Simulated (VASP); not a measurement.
Input of a VASP 6.6.1 run:

The input INCAR:

```
  PREC = Accurate
  ENCUT = 520
  EDIFF = 1E-6
  ISMEAR = 0
  SIGMA = 0.1
  LREAL = F
  LASPH = T
  NELM = 100
  ALGO = Fast
  ISIF = 2
  LWAVE = F
  LCHARG = F
  GGA = PE
  NBANDS = 28
```

KPOINTS

```
Automatic mesh
0
Gamma
  10 10 10
```

The input POSCAR:

```
In3H
1.0
    4.5044447572      0.0000000000      0.0000000000
    0.0000000000      4.5044447572      0.0000000000
    0.0000000000      0.0000000000      4.5044447572
In H
3 1
Direct
    0.0000000000      0.5000000000      0.5000000000
    0.5000000000      0.0000000000      0.5000000000
    0.5000000000      0.5000000000      0.0000000000
    0.0000000000      0.0000000000      0.0000000000
```

Potentials or basis: VASP PAW PBE potentials, release 64 (In_d, H).

The run is started by

```sh
$ cat potpaw_PBE.64/In_d/POTCAR potpaw_PBE.64/H/POTCAR > POTCAR
$ mpirun -np 1 vasp_std > vasp.out
```

(1) What does it give for the band gap on the k mesh?

(2) What does it give for the pressure?

Answers

(1) zero (bands 20 and 21 overlap by 3.21 eV).

(2) 0.0 GPa.

Caveat: spin-orbit coupling is left out, which moves the levels of the heavy elements.
